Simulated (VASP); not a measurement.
# Nb3ReTe (P4mm) in VASP: further runs

The runs below take Nb3ReTe through single point, relaxation of cell and atoms, with PBE.

Everything below comes from runs of VASP 6.6.1. Logs are shortened: lines on timing, memory, paths and dates and some standing lists are left out, and cuts for length are marked.

## 1. The cell of the first run

The structure is tetragonal, space group P4mm (No. 99). The conventional cell has a = 3.758 Å, b = 3.758 Å, c = 7.341 Å, α = 90.00°, β = 90.00°, γ = 90.00°. Nb (site symmetry 2mm) has 2 Te at 2.64 Å and 6 Nb at 2.66 to 3.00 Å and 2 Re at 3.34 Å within 3.5 Å. Within 3.5 Å of Nb (site symmetry 4mm) lie 4 Re at 2.69 Å and 4 Nb at 3.00 Å and 1 Te at 3.15 Å. Within 3.5 Å of Re (site symmetry 4mm) lie 8 Nb at 2.69 to 3.34 Å. Within 3.5 Å of Te (site symmetry 4mm) lie 5 Nb at 2.64 to 3.15 Å.

## 2. Single point, PBE

INCAR

```
PREC = Accurate
ENCUT = 520
EDIFF = 1E-6
ISMEAR = 0
SIGMA = 0.1
LREAL = False
LASPH = True
NELM = 60
ALGO = Normal
ISIF = 2
LWAVE = False
LCHARG = False
GGA = PE
NBANDS = 34
```

KPOINTS

```
regular mesh
0
Gamma
  4 4 4
```

POSCAR

```
Nb3ReTe
1.0
    3.7584174900      0.0000000000      0.0000000000
    0.0000000000      3.7584174900      0.0000000000
    0.0000000000      0.0000000000      7.3410443500
Nb Re Te
3 1 1
Direct
    0.5000000000      0.0000000000      0.5610303600
    0.0000000000      0.5000000000      0.5610303600
    0.5000000000      0.5000000000      0.8794810800
    0.0000000000      0.0000000000      0.9373873500
    0.5000000000      0.5000000000      0.3089290500
```

Potentials or basis: VASP PAW PBE potentials, release 64 (Nb_sv, Re, Te).

Launch:

```sh
$ cat potpaw_PBE.64/Nb_sv/POTCAR potpaw_PBE.64/Re/POTCAR potpaw_PBE.64/Te/POTCAR > POTCAR
$ mpirun -np 1 vasp_std > vasp.out
```

OUTCAR:

```text
PREC = Accurate
   ENCUT = 520
   EDIFF = 1E-6
   ISMEAR = 0
   LREAL = False
   LASPH = True
   NELM = 60
   ISIF = 2
   GGA = PE

 ion  position               nearest neighbor table
   1  0.500  0.000  0.561-   5 2.64   5 2.64   2 2.66   2 2.66   2 2.66   2 2.66   3 3.00   3 3.00

   2  0.000  0.500  0.561-   5 2.64   5 2.64   1 2.66   1 2.66   1 2.66   1 2.66   3 3.00   3 3.00

   3  0.500  0.500  0.879-   4 2.69   4 2.69   4 2.69   4 2.69   2 3.00   2 3.00   1 3.00   1 3.00
                             5 3.15
   4  0.000  0.000  0.937-   3 2.69   3 2.69   3 2.69   3 2.69
   5  0.500  0.500  0.309-   1 2.64   2 2.64   1 2.64   2 2.64   3 3.15

  LATTYP: Found a simple tetragonal cell.
 ALAT       =     3.7584174900
 C/A-ratio  =     1.9532274872

  Lattice vectors:

 A1 = (   3.7584174900,   0.0000000000,   0.0000000000)
 A2 = (   0.0000000000,   3.7584174900,   0.0000000000)
 A3 = (   0.0000000000,   0.0000000000,   7.3410443500)

Analysis of symmetry for initial positions (statically):
=====================================================================
 Subroutine PRICEL returns:
 Original cell was already a primitive cell.

 Routine SETGRP: Setting up the symmetry group for a
 simple tetragonal supercell.

 Subroutine GETGRP returns: Found  8 space group operations
 (whereof  8 operations were pure point group operations)
 out of a pool of 16 trial point group operations.

The static configuration has the point symmetry C_4v.

Analysis of symmetry for dynamics (positions and initial velocities):
=====================================================================
 Subroutine PRICEL returns:
 Original cell was already a primitive cell.

 Routine SETGRP: Setting up the symmetry group for a
 simple tetragonal supercell.

 Subroutine GETGRP returns: Found  8 space group operations
 (whereof  8 operations were pure point group operations)
 out of a pool of 16 trial point group operations.

The dynamic configuration has the point symmetry C_4v.

 Subroutine INISYM returns: Found  8 space group operations
 (whereof  8 operations are pure point group operations),
 and found     1 'primitive' translations

----------------------------------------------------------------------------------------

                                     Primitive cell

  volume of cell :     103.6974

  direct lattice vectors                    reciprocal lattice vectors
     3.758417490  0.000000000  0.000000000     0.266069430  0.000000000  0.000000000
     0.000000000  3.758417490  0.000000000     0.000000000  0.266069430  0.000000000
     0.000000000  0.000000000  7.341044350     0.000000000  0.000000000  0.136220400

  length of vectors
     3.758417490  3.758417490  7.341044350     0.266069430  0.266069430  0.136220400

  position of ions in fractional coordinates (direct lattice)
     0.500000000  0.000000000  0.561030360
     0.000000000  0.500000000  0.561030360
     0.500000000  0.500000000  0.879481080
     0.000000000  0.000000000  0.937387350
     0.500000000  0.500000000  0.308929050

  ion indices of the primitive-cell ions
   primitive index   ion index
                 1           1
                 2           2
                 3           3
                 4           4
                 5           5

----------------------------------------------------------------------------------------

 KPOINTS: regular mesh

Automatic generation of k-mesh.
 Grid dimensions read from file:
 generate k-points for:    4    4    4

 Generating k-lattice:

  Cartesian coordinates                     Fractional coordinates (reciprocal lattice)
     0.066517358  0.000000000  0.000000000     0.250000000  0.000000000  0.000000000
     0.000000000  0.066517358  0.000000000     0.000000000  0.250000000  0.000000000
     0.000000000  0.000000000  0.034055100     0.000000000  0.000000000  0.250000000

  Length of vectors
     0.066517358  0.066517358  0.034055100

  Shift w.r.t. Gamma in fractional coordinates (k-lattice)
     0.000000000  0.000000000  0.000000000

 Subroutine IBZKPT returns following result:
 ===========================================

 Found     18 irreducible k-points:

 Following reciprocal coordinates:
            Coordinates               Weight
  0.000000  0.000000  0.000000      1.000000
  0.250000  0.000000  0.000000      4.000000
  0.500000  0.000000  0.000000      2.000000
  0.250000  0.250000  0.000000      4.000000
  0.500000  0.250000  0.000000      4.000000
  0.500000  0.500000  0.000000      1.000000
[... 10 lines left out ...]
  0.500000  0.250000  0.500000      4.000000
  0.500000  0.500000  0.500000      1.000000
   k-points           NKPTS =     18   k-points in BZ     NKDIM =     18   number of bands    NBANDS=     34
   number of dos      NEDOS =    301   number of ions     NIONS =      5
   total plane-waves  NPLWV =  43904
   dimension x,y,z NGX =    28 NGY =   28 NGZ =   56
   dimension x,y,z NGXF=    56 NGYF=   56 NGZF=  112
   ions per type =               3   1   1
   NGX,Y,Z   is equivalent  to a cutoff of  12.39, 12.39, 12.68 a.u.
   NGXF,Y,Z  is equivalent  to a cutoff of  24.77, 24.77, 25.36 a.u.
 SYSTEM =  unknown system
   PREC   = accura    normal or accurate (medium, high low for compatibility)
   ISTART =      0    job   : 0-new  1-cont  2-samecut
   ICHARG =      2    charge: 1-file 2-atom 10-const
   ISPIN  =      1    spin polarized calculation?
   LNONCOLLINEAR =      F non collinear calculations
   LSORBIT =      F    spin-orbit coupling
   LASPH  =      T    aspherical Exc in radial PAW
   ENCUT  =  520.0 eV  38.22 Ry    6.18 a.u.   6.99  6.99 13.65*2*pi/ulx,y,z
   NELM   =     60;   NELMIN=  2; NELMDL= -5     # of ELM steps
   EDIFF  = 0.1E-05   stopping-criterion for ELM
   LREAL  =      F    real-space projection
   EDIFFG = 0.1E-04   stopping-criterion for IOM
   NSW    =      0    number of steps for IOM
   IBRION =     -1    ionic relax: 0-MD 1-quasi-New 2-CG
   NFREE  =      0    steps in history (QN), initial steepest desc. (CG)
   ISIF   =      2    stress and relaxation
   ISYM   =      2    0-nonsym 1-usesym 2-fastsym
   POTIM  = 0.5000    time-step for ionic-motion
   TEBEG  =    0.0;   TEEND  =   0.0 temperature during run
   PSTRESS=    0.0 pullay stress
   NELECT =      52.0000    total number of electrons
   NUPDOWN=      -1.0000    fix difference up-down
   EMIN   =  10.00;   EMAX   =-10.00  energy-range for DOS
   EFERMI =   0.00;   METHOD = LEGACY
   ISMEAR =     0;   SIGMA  =   0.10  broadening in eV -4-tet -1-fermi 0-gaus
   EFERMI_NEDOS =   21; number of points for ismear=-14 and -15
   IALGO  =     38    algorithm
   IMIX   =      4    mixing-type and parameters
     AMIX     =   0.40;   BMIX     =  1.00
     AMIX_MAG =   1.60;   BMIX_MAG =  1.00
  volume/ion in A,a.u.               =      20.74       139.96
  Fermi-wavevector in a.u.,A,eV,Ry     =   1.300629  2.457832 23.016090  1.691635
  Thomas-Fermi vector in A             =   2.431815
   LORBIT       =      0    0 simple, 1 ext, 2 COOP (PROOUT), +10 PAW based schemes
   GGA     = PE    functional components
   LHFCALC =     F    Hartree Fock is set to
   AEXX    =    0.0000 exact exchange contribution
   IVDW    =     0    specifies the selected vdW correction
   LEPSILON=     F    determine dielectric tensor
   LRPA    =     F    only Hartree local field effects (RPA)
 non-spin polarized calculation
 Gauss-broadening in eV      SIGMA  =   0.10
  energy-cutoff  :      520.00
  volume of cell :      103.70
 maximum number of plane-waves:      2818
 NGX is ok and might be reduce to    28
   NGX = 13   NGY = 13   NGZ = 27

 number of electron      51.9999999 magnetization

 Free energy of the ion-electron system (eV)
  ---------------------------------------------------
  ext. energy  EPLUGINS =         0.00000000
  ---------------------------------------------------
  free energy    TOTEN  =       -42.96015874 eV

  energy without entropy =      -42.94131126  energy(sigma->0) =      -42.95073500

 E-fermi :   9.3992     XC(G=0): -11.5013

 val. band max:        9.3881440597   @ k =   0.2500   0.2500   0.5000
 cond. band min:       9.4227600142   @ k =   0.5000   0.5000   0.5000
 fundamental gap:      0.0346159545
 Fermi energy:         9.3991914861

 k-point     1 :       0.0000    0.0000    0.0000
  band No.  band energies     occupation
      1     -45.7680      2.00000
      2     -45.6495      2.00000
      3     -45.1976      2.00000
      4     -22.3079      2.00000
      5     -22.3079      2.00000
      6     -22.1475      2.00000
[... 26 lines left out ...]
     33      12.6722      0.00000
     34      12.8567      0.00000

 k-point     2 :       0.2500    0.0000    0.0000
  band No.  band energies     occupation
      1     -45.7553      2.00000
      2     -45.5905      2.00000
      3     -45.2666      2.00000
      4     -22.1766      2.00000
      5     -22.1203      2.00000
      6     -22.0730      2.00000
[... 26 lines left out ...]
     33      11.7810      0.00000
     34      12.8190      0.00000

 k-point     3 :       0.5000    0.0000    0.0000
  band No.  band energies     occupation
      1     -45.7464      2.00000
      2     -45.4324      2.00000
      3     -45.4309      2.00000
      4     -22.0427      2.00000
      5     -21.9532      2.00000
      6     -21.8476      2.00000
[... 26 lines left out ...]
     33      11.3184      0.00000
     34      11.4639      0.00000
[... 482 lines left out ...]
 k-point    17 :       0.5000    0.2500    0.5000
  band No.  band energies     occupation
      1     -45.7452      2.00000
      2     -45.4297      2.00000
      3     -45.4290      2.00000
      4     -22.4838      2.00000
      5     -22.1645      2.00000
      6     -21.9389      2.00000
[... 26 lines left out ...]
     33      11.3180      0.00000
     34      11.9565      0.00000

 k-point    18 :       0.5000    0.5000    0.5000
  band No.  band energies     occupation
      1     -45.7440      2.00000
      2     -45.4270      2.00000
      3     -45.4270      2.00000
      4     -22.7596      2.00000
      5     -22.4288      2.00000
      6     -21.9213      2.00000
[... 26 lines left out ...]
     33      11.3731      0.00000
     34      11.4097      0.00000

------------------------ aborting loop because EDIFF is reached ----------------------------------------

  FORCE on cell =-STRESS in cart. coord.  units (eV):
  Direction    XX          YY          ZZ          XY          YZ          ZX
  --------------------------------------------------------------------------------------
  -------------------------------------------------------------------------------------
  Total        5.2107830      5.2107830      4.9269856      0.0000000      0.0000000      0.0000000
  in kB       80.5092311     80.5092311     76.1244186      0.0000000      0.0000000      0.0000000
  external PRESSURE =      79.0476269 kB  Pullay stress =       0.0000000 kB

 VOLUME and BASIS-vectors are now :
 -----------------------------------------------------------------------------
  energy-cutoff  :      520.00
  volume of cell :      103.70
      direct lattice vectors                 reciprocal lattice vectors
     3.758417490  0.000000000  0.000000000     0.266069430  0.000000000  0.000000000
     0.000000000  3.758417490  0.000000000     0.000000000  0.266069430  0.000000000
     0.000000000  0.000000000  7.341044350     0.000000000  0.000000000  0.136220400

 POSITION                                       TOTAL-FORCE (eV/Angst)
 -----------------------------------------------------------------------------------
      1.87921      0.00000      4.11855         0.000000      0.000000      3.027107
      0.00000      1.87921      4.11855        -0.000000      0.000000      3.027107
      1.87921      1.87921      6.45631        -0.000000     -0.000000      2.938976
      0.00000      0.00000      6.88140        -0.000000      0.000000     -3.846812
      1.87921      1.87921      2.26786        -0.000000      0.000000     -5.146378
 -----------------------------------------------------------------------------------
    total drift:                                0.000000      0.000000     -0.001059

  FREE ENERGIE OF THE ION-ELECTRON SYSTEM (eV)
  ---------------------------------------------------
  free  energy   TOTEN  =       -42.9601587361 eV

  energy  without entropy=      -42.9413112586  energy(sigma->0) =      -42.95073500
```

It took 38 s on 1 thread of Intel Xeon 6975P-C (Granite Rapids), shared host; peak memory 0.23 GiB.

Results:

| Item | Value |
| --- | --- |
| Free energy | -42.9602 eV |
| Pressure | 7.9 GPa |
| Largest force | 5.146 eV/Å |
| Band gap on the k mesh | zero (band 26 reaches 10.28 eV, above the bottom of band 27 at 8.66 eV) |

Forces on the atoms (eV/Å):
```
Nb   0.000  0.000  3.027
Nb   0.000  0.000  3.027
Nb   0.000  0.000  2.939
Re   0.000  0.000 -3.847
Te   0.000  0.000 -5.146
```

Caveat: the k points lie up to 0.42 Å⁻¹ apart; spin-orbit coupling is left out, which moves the levels of the heavy elements; forces of over 1 eV/Å act on the atoms, so gaps and moduli don't describe the material at rest.

(Continued in part 2 of 3.)
